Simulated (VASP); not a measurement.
# BiTe: single point with PBEsol

Crystal: BiTe.

```
Bi Te
1.0
     0.00000    3.29307    3.24511
     3.29307    0.00000    3.24511
     3.29307    3.29307    0.00000
Bi Te
1 1
Direct
  0.00000 0.00000 0.00000
  0.50000 0.50000 0.50000
```

This cell differs from its parent crystal: strain +0.030 along x and y, +0.015 along z.

| Quantity | Value |
| --- | --- |
| Program | VASP 6.6.1 |
| Task | single point |
| Functional | PBEsol |
| Potentials or basis | VASP PAW PBE potentials, release 64 (Bi_d, Te) |
| Cutoff | 500 eV |
| k mesh | 16 × 16 × 16 |
| Occupations | gaussian, width 0.15 eV |
| Spin | no spin polarisation |

| Quantity | Value |
| --- | --- |
| Pressure | -3.3 GPa |
| Band gap on the k mesh | zero (an odd number of electrons rules out a gap without spin polarisation) |

Stress tensor (GPa, compression positive):
```
-3.66  0.00  0.00
 0.00 -3.66  0.00
 0.00  0.00 -2.69
```

Levels at points of the mesh, in eV from the Fermi level:
```tsv
k point	band 6	band 7	band 8	band 9	band 10	band 11	band 12	band 13	band 14	band 15
(0.00, 0.00, 0.00)	-13.26	-8.27	-2.55	-2.36	-2.36	1.97	1.97	2.30	4.67	4.67
(0.50, 0.00, 0.00)	-11.41	-11.13	-1.83	-1.81	-1.59	-0.84	-0.58	-0.54	7.16	7.62
(0.50, 0.50, 0.00)	-11.53	-10.05	-5.44	-3.84	-3.84	2.30	3.39	3.39	4.83	8.61
(0.50, 0.00, 0.50)	-11.67	-9.89	-5.39	-3.91	-3.72	2.33	3.27	3.61	4.62	8.55
```

It took 8.4 min on 1 thread of Intel Xeon 8259CL, with other jobs on the host, peak memory 0.53 GiB.

Caveat: the cell differs from its parent crystal (strain +0.030 along x and y, +0.015 along z); the cell stands under tension; the PAW data sets were made with another functional, which shifts forces and pressure a little; spin-orbit coupling is left out, which moves the levels of the heavy elements.
